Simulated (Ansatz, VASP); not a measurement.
**One calculation of Cd, two programs**

```xyz
1
Lattice="-1.5459 1.5459 2.3518 1.5459 -1.5459 2.3518 1.5459 1.5459 -2.3518" Properties=species:S:1:pos:R:3 pbc="T T T"
Cd    0.0000    0.0000    0.0000
```

Alike in both runs: task single point; functional r2SCAN; k mesh 8 × 8 × 8; occupations gaussian, width 0.1 eV; no spin polarisation.

|  | VASP | Ansatz |
| --- | --- | --- |
| version | VASP 6.6.1 | Ansatz 0.2.0 |
| potentials or method | VASP PAW PBE potentials, release 64 (Cd), cutoff 550 eV | scalar-relativistic, plane waves, PAW |
| valence electrons in the cell | 12 | 20 |

VASP gave:

- gap on the k mesh at the Fermi level (eV): none
- pressure (GPa): -1.2
- traceless stress, the component that is largest in VASP (GPa): -1.73

Problem. What did Ansatz give for the same quantities?

Solution. gap on the k mesh at the Fermi level (eV): none; pressure (GPa): -1.5; traceless stress, the component that is largest in VASP (GPa): -1.70.

VASP's potentials were made for PBE, not for r2SCAN. A gap of «none» marks a metal or a gap that the smearing closes. VASP's potentials hold 12 valence electrons a cell and Ansatz's 20, so a difference there can come from the potentials and not from the codes.
